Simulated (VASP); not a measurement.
# HgTe (I-4m2) in VASP: notebook, part 2 of 2

VASP 6.6.1. The steps go on from the part before.

## 3. Single point, PBE

This run uses another cell than the first one, of the same volume but with other edges.

INCAR

```
PREC = Accurate ; ENCUT = 520
EDIFF = 1E-6 ; ISMEAR = 0
SIGMA = 0.15 ; LREAL = F
LASPH = T ; NELM = 100
ALGO = Normal ; ISIF = 2
LWAVE = F ; LCHARG = T
GGA = PE ; LELF = T
LVHAR = T ; NBANDS = 16
```

KPOINTS

```
regular mesh
0
Gamma
  14 14 14
```

POSCAR

```
HgTe
1.0
    0.0000000000      2.8719565913      4.0609466201
    2.8719565913      0.0000000000      4.0609466201
    2.8719565913      2.8719565913      0.0000000000
Hg Te
1 1
Direct
    0.0000000000      0.0000000000      0.0000000000
    0.7500000000      0.7500000000      0.7500000000
```

Potentials or basis: VASP PAW PBE potentials, release 64 (Hg, Te).

Run with:

```sh
> cat potpaw_PBE.64/Hg/POTCAR potpaw_PBE.64/Te/POTCAR > POTCAR
> mpirun -np 1 vasp_std > vasp.out
```

OUTCAR:

```text
PREC = Accurate
   ENCUT = 520
   EDIFF = 1E-6
   ISMEAR = 0
   LREAL = F
   LASPH = T
   NELM = 100
   ISIF = 2
   GGA = PE

 ion  position               nearest neighbor table
   1  0.000  0.000  0.000-   2 2.87   2 2.87   2 2.87   2 2.87
   2  0.750  0.750  0.750-   1 2.87   1 2.87   1 2.87   1 2.87

  LATTYP: Found a body centered tetragonal cell.
 ALAT       =     4.0615599620
 C/A-ratio  =     1.9996979772

  Lattice vectors:

 A1 = (  -2.8719565913,   0.0000000000,   4.0609466201)
 A2 = (   2.8719565913,   0.0000000000,   4.0609466201)
 A3 = (   0.0000000000,   2.8719565913,  -4.0609466201)

Analysis of symmetry for initial positions (statically):
=====================================================================
 Subroutine PRICEL returns:
 Original cell was already a primitive cell.

 Routine SETGRP: Setting up the symmetry group for a
 body centered tetragonal supercell.

 Subroutine GETGRP returns: Found  8 space group operations
 (whereof  8 operations were pure point group operations)
 out of a pool of 16 trial point group operations.

The static configuration has the point symmetry D_2d.

Analysis of symmetry for dynamics (positions and initial velocities):
=====================================================================
 Subroutine PRICEL returns:
 Original cell was already a primitive cell.

 Routine SETGRP: Setting up the symmetry group for a
 body centered tetragonal supercell.

 Subroutine GETGRP returns: Found  8 space group operations
 (whereof  8 operations were pure point group operations)
 out of a pool of 16 trial point group operations.

The dynamic configuration has the point symmetry D_2d.

 Subroutine INISYM returns: Found  8 space group operations
 (whereof  8 operations are pure point group operations),
 and found     1 'primitive' translations

----------------------------------------------------------------------------------------

                                     Primitive cell

  volume of cell :      66.9905

  direct lattice vectors                    reciprocal lattice vectors
     0.000000000  2.871956591  4.060946620    -0.174097339  0.174097339  0.123124002
     2.871956591  0.000000000  4.060946620     0.174097339 -0.174097339  0.123124002
     2.871956591  2.871956591  0.000000000     0.174097339  0.174097339 -0.123124002

  length of vectors
     4.973873954  4.973873954  4.061559962     0.275280378  0.275280378  0.275280378

  position of ions in fractional coordinates (direct lattice)
     0.000000000  0.000000000  0.000000000
     0.750000000  0.750000000  0.750000000

  ion indices of the primitive-cell ions
   primitive index   ion index
                 1           1
                 2           2

----------------------------------------------------------------------------------------

 KPOINTS: regular mesh

Automatic generation of k-mesh.
 Grid dimensions read from file:
 generate k-points for:   14   14   14

 Generating k-lattice:

  Cartesian coordinates                     Fractional coordinates (reciprocal lattice)
    -0.012435524  0.012435524  0.008794572     0.071428571  0.000000000  0.000000000
     0.012435524 -0.012435524  0.008794572     0.000000000  0.071428571  0.000000000
     0.012435524  0.012435524 -0.008794572    -0.000000000 -0.000000000  0.071428571

  Length of vectors
     0.019662884  0.019662884  0.019662884

  Shift w.r.t. Gamma in fractional coordinates (k-lattice)
     0.000000000  0.000000000  0.000000000

 Subroutine IBZKPT returns following result:
 ===========================================

 Found    244 irreducible k-points:

 Following reciprocal coordinates:
            Coordinates               Weight
  0.000000  0.000000  0.000000      1.000000
  0.071429  0.000000  0.000000      8.000000
  0.142857  0.000000  0.000000      8.000000
  0.214286  0.000000  0.000000      8.000000
  0.285714  0.000000  0.000000      8.000000
  0.357143  0.000000  0.000000      8.000000
[... 16 lines left out ...]
  0.214286  0.142857  0.000000      8.000000
  0.285714  0.142857  0.000000      8.000000
 [... further k-points ...]
   k-points           NKPTS =    244   k-points in BZ     NKDIM =    244   number of bands    NBANDS=     16
   number of dos      NEDOS =    301   number of ions     NIONS =      2
   total plane-waves  NPLWV =  48000
   dimension x,y,z NGX =    40 NGY =   40 NGZ =   30
   dimension x,y,z NGXF=    80 NGYF=   80 NGZF=   60
   ions per type =               1   1
   NGX,Y,Z   is equivalent  to a cutoff of  13.37, 13.37, 12.28 a.u.
   NGXF,Y,Z  is equivalent  to a cutoff of  26.74, 26.74, 24.56 a.u.
 SYSTEM =  unknown system
   PREC   = accura    normal or accurate (medium, high low for compatibility)
   ISTART =      0    job   : 0-new  1-cont  2-samecut
   ICHARG =      2    charge: 1-file 2-atom 10-const
   ISPIN  =      1    spin polarized calculation?
   LNONCOLLINEAR =      F non collinear calculations
   LSORBIT =      F    spin-orbit coupling
   LASPH  =      T    aspherical Exc in radial PAW
   ENCUT  =  520.0 eV  38.22 Ry    6.18 a.u.   9.25  9.25  7.55*2*pi/ulx,y,z
   NELM   =    100;   NELMIN=  2; NELMDL= -5     # of ELM steps
   EDIFF  = 0.1E-05   stopping-criterion for ELM
   LREAL  =      F    real-space projection
   EDIFFG = 0.1E-04   stopping-criterion for IOM
   NSW    =      0    number of steps for IOM
   IBRION =     -1    ionic relax: 0-MD 1-quasi-New 2-CG
   NFREE  =      0    steps in history (QN), initial steepest desc. (CG)
   ISIF   =      2    stress and relaxation
   ISYM   =      2    0-nonsym 1-usesym 2-fastsym
   POTIM  = 0.5000    time-step for ionic-motion
   TEBEG  =    0.0;   TEEND  =   0.0 temperature during run
   PSTRESS=    0.0 pullay stress
   NELECT =      18.0000    total number of electrons
   NUPDOWN=      -1.0000    fix difference up-down
   EMIN   =  10.00;   EMAX   =-10.00  energy-range for DOS
   EFERMI =   0.00;   METHOD = LEGACY
   ISMEAR =     0;   SIGMA  =   0.15  broadening in eV -4-tet -1-fermi 0-gaus
   EFERMI_NEDOS =   21; number of points for ismear=-14 and -15
   IALGO  =     38    algorithm
   IMIX   =      4    mixing-type and parameters
     AMIX     =   0.40;   BMIX     =  1.00
     AMIX_MAG =   1.60;   BMIX_MAG =  1.00
  volume/ion in A,a.u.               =      33.50       226.04
  Fermi-wavevector in a.u.,A,eV,Ry     =   1.056399  1.996305 15.183815  1.115979
  Thomas-Fermi vector in A             =   2.191633
   LORBIT       =      0    0 simple, 1 ext, 2 COOP (PROOUT), +10 PAW based schemes
   GGA     = PE    functional components
   LHFCALC =     F    Hartree Fock is set to
   AEXX    =    0.0000 exact exchange contribution
   IVDW    =     0    specifies the selected vdW correction
   LEPSILON=     F    determine dielectric tensor
   LRPA    =     F    only Hartree local field effects (RPA)
 non-spin polarized calculation
 Gauss-broadening in eV      SIGMA  =   0.15
  energy-cutoff  :      520.00
  volume of cell :       66.99
 maximum number of plane-waves:      1832
 NGX is ok and might be reduce to    40

 number of electron      18.0000001 magnetization

 Free energy of the ion-electron system (eV)
  ---------------------------------------------------
  ext. energy  EPLUGINS =         0.00000000
  ---------------------------------------------------
  free energy    TOTEN  =        -3.25294782 eV

  energy without entropy =       -3.24767465  energy(sigma->0) =       -3.25031123

 E-fermi :   3.4213     XC(G=0):  -8.8827

 val. band max:        3.4127589325   @ k =  -0.2143   0.1429   0.0000
 cond. band min:       3.4257860650   @ k =   0.0714   0.0714   0.0000
 fundamental gap:      0.0130271325
 Fermi energy:         3.4212903613

 k-point     1 :       0.0000    0.0000    0.0000
  band No.  band energies     occupation
      1      -8.7077      2.00000
      2      -4.1181      2.00000
      3      -3.9628      2.00000
      4      -3.9628      2.00000
      5      -3.7346      2.00000
      6      -3.5051      2.00000
[... 8 lines left out ...]
     15      11.0330      0.00000
     16      11.4043      0.00000
[... 419 lines left out ...]
 k-point    24 :       0.2857    0.1429    0.0000
  band No.  band energies     occupation
      1      -8.4202      2.00000
      2      -4.0485      2.00000
      3      -3.8936      2.00000
      4      -3.8774      2.00000
      5      -3.7165      2.00000
      6      -3.5200      2.00000
[... 8 lines left out ...]
     15      12.2762      0.00000
     16      13.8540      0.00000

 [... further k-points ...]

------------------------ aborting loop because EDIFF is reached ----------------------------------------

  FORCE on cell =-STRESS in cart. coord.  units (eV):
  Direction    XX          YY          ZZ          XY          YZ          ZX
  --------------------------------------------------------------------------------------
  -------------------------------------------------------------------------------------
  Total        2.0577752      2.0577752     -0.9887248      0.0000000     -0.0000000      0.0000000
  in kB       49.2147726     49.2147726    -23.6468324      0.0000000     -0.0000000      0.0000000
  external PRESSURE =      24.9275709 kB  Pullay stress =       0.0000000 kB

 VOLUME and BASIS-vectors are now :
 -----------------------------------------------------------------------------
  energy-cutoff  :      520.00
  volume of cell :       66.99
      direct lattice vectors                 reciprocal lattice vectors
     0.000000000  2.871956591  4.060946620    -0.174097339  0.174097339  0.123124002
     2.871956591  0.000000000  4.060946620     0.174097339 -0.174097339  0.123124002
     2.871956591  2.871956591  0.000000000     0.174097339  0.174097339 -0.123124002

 POSITION                                       TOTAL-FORCE (eV/Angst)
 -----------------------------------------------------------------------------------
      0.00000      0.00000      0.00000         0.000000      0.000000     -0.000000
      4.30793      4.30793      6.09142        -0.000000     -0.000000      0.000000
 -----------------------------------------------------------------------------------
    total drift:                                0.000000      0.000000      0.000000

  FREE ENERGIE OF THE ION-ELECTRON SYSTEM (eV)
  ---------------------------------------------------
  free  energy   TOTEN  =        -3.2529478190 eV

  energy  without entropy=       -3.2476746507  energy(sigma->0) =       -3.25031123
```

OSZICAR:

```text
N       E                     dE             d eps       ncg     rms          rms(c)
DAV:   1     0.104881018789E+03    0.10488E+03   -0.80715E+03  7872   0.976E+02
DAV:   2     0.161478317903E+00   -0.10472E+03   -0.97541E+02  9200   0.227E+02
DAV:   3    -0.347750299650E+01   -0.36390E+01   -0.36305E+01  9696   0.435E+01
DAV:   4    -0.351000930454E+01   -0.32506E-01   -0.32505E-01 11360   0.375E+00
DAV:   5    -0.351015107822E+01   -0.14177E-03   -0.14177E-03 10064   0.200E-01    0.732E+00
DAV:   6    -0.326183303176E+01    0.24832E+00   -0.49746E-01  8944   0.863E+00    0.583E+00
DAV:   7    -0.325411754114E+01    0.77155E-02   -0.10194E-01  9264   0.204E+00    0.214E+00
DAV:   8    -0.325304143662E+01    0.10761E-02   -0.94789E-03  8856   0.109E+00    0.455E-01
DAV:   9    -0.325293045564E+01    0.11098E-03   -0.92759E-04 10288   0.335E-01    0.726E-02
DAV:  10    -0.325294011699E+01   -0.96614E-05   -0.94697E-05  9176   0.877E-02    0.380E-02
DAV:  11    -0.325294801523E+01   -0.78982E-05   -0.15603E-05  9792   0.253E-02    0.141E-02
DAV:  12    -0.325294781904E+01    0.19619E-06   -0.20036E-06  7616   0.858E-03
   1 F= -.32529478E+01 E0= -.32503112E+01  d E =-.527317E-02
```

stdout:

```text
POSCAR found type information on POSCAR HgTe
 POSCAR found :  2 types and       2 ions
 scaLAPACK will be used
 LDA part: xc-table for (Slater+PW92), standard interpolation
 POSCAR, INCAR and KPOINTS ok, starting setup
 FFT: planning ... GRIDC
 FFT: planning ... GRID_SOFT
 FFT: planning ... GRID
 WAVECAR not read
 entering main loop
```

Run time: 3.5 min. Hardware: 1 thread of Intel Xeon Platinum 8488C (Sapphire Rapids), shared host; peak memory 0.42 GiB.

Results:

- Free energy: -3.2529 eV
- Pressure: 2.5 GPa
- Band gap on the k mesh: zero (band 9 reaches 3.53 eV, above the bottom of band 10 at 3.16 eV)

Stress tensor (GPa, compression positive):
```
 4.92  0.00  0.00
 0.00  4.92  0.00
 0.00  0.00 -2.36
```

Caveat: spin-orbit coupling is left out, which moves the levels of the heavy elements.

## 4. Single point, PBE

This run uses another cell than the first one, of the same volume but with other edges.

INCAR

```
SYSTEM = HgTe
PREC = Accurate
ENCUT = 520
EDIFF = 1E-7
ISMEAR = 0
SIGMA = 0.15
LREAL = .False.
LASPH = .True.
NELM = 100
ALGO = Normal
ISIF = 2
LWAVE = .False.
LCHARG = .False.
GGA = PE
NBANDS = 16
```

KPOINTS

```
Automatic mesh
0
Gamma
  14 14 14
  0 0 0
```

POSCAR

```
HgTe
1.0
    0.0000000000      3.0334296391      3.6401155669
    3.0334296391      0.0000000000      3.6401155669
    3.0334296391      3.0334296391      0.0000000000
Hg Te
1 1
Direct
    0.0000000000      0.0000000000      0.0000000000
    0.7500000000      0.7500000000      0.7500000000
```

Run with:

```sh
> cat potpaw_PBE.64/Hg/POTCAR potpaw_PBE.64/Te/POTCAR > POTCAR
> mpirun -np 1 vasp_std > vasp.out
```

Run time: 2.7 min. Hardware: 1 thread of Intel Xeon Platinum 8488C (Sapphire Rapids), shared host; peak memory 0.4 GiB.

It converged, with:

| Property | Result |
| --- | --- |
| Free energy | -3.4984 eV |
| Pressure | 3.6 GPa |
| Band gap on the k mesh | zero (band 9 reaches 3.37 eV, above the bottom of band 10 at 3.34 eV) |

Stress tensor (GPa, compression positive):
```
4.71 0.00 0.00
0.00 4.71 0.00
0.00 0.00 1.41
```

Levels at points of the mesh, in eV from the Fermi level:
| k point | band 6 | band 7 | band 8 | band 9 | band 10 | band 11 | band 12 | band 13 |
| --- | --- | --- | --- | --- | --- | --- | --- | --- |
| (0.00, 0.00, 0.00) | -7.02 | -1.13 | -0.92 | -0.05 | -0.05 | 4.15 | 4.15 | 4.18 |
| (0.50, 0.00, 0.00) | -6.76 | -5.69 | -1.70 | -0.77 | 0.21 | 4.60 | 5.35 | 6.73 |
| (0.50, 0.50, 0.00) | -6.86 | -6.25 | -1.98 | -1.98 | 2.49 | 2.85 | 7.11 | 8.56 |
| (0.50, 0.00, 0.50) | -6.55 | -5.31 | -2.91 | -2.48 | 1.20 | 1.96 | 7.60 | 7.90 |

Caveat: spin-orbit coupling is left out, which moves the levels of the heavy elements.

## 5. Overview

```tsv
cell	gap on the mesh (eV)	pressure (GPa)
a = 4.431, b = 4.431, c = 5.117 Å, angles 54.7, 54.7, 70.5°, 2 atoms	-	2.0
a = 4.974, b = 4.974, c = 4.062 Å, angles 65.9, 65.9, 48.2°, 2 atoms	none	2.5
a = 4.738, b = 4.738, c = 4.290 Å, angles 63.1, 63.1, 53.8°, 2 atoms	none	3.6
```

Alike in all rows: task single point; level PBE; potentials or basis VASP PAW PBE potentials, release 64 (Hg, Te); no spin polarisation; k mesh 14 × 14 × 14; cutoff (eV) 520; smearing gaussian 0.15 eV.

Caveats: spin-orbit coupling is left out, which moves the levels of the heavy elements.

Absolute energies hang on the potentials; compare differences alone.
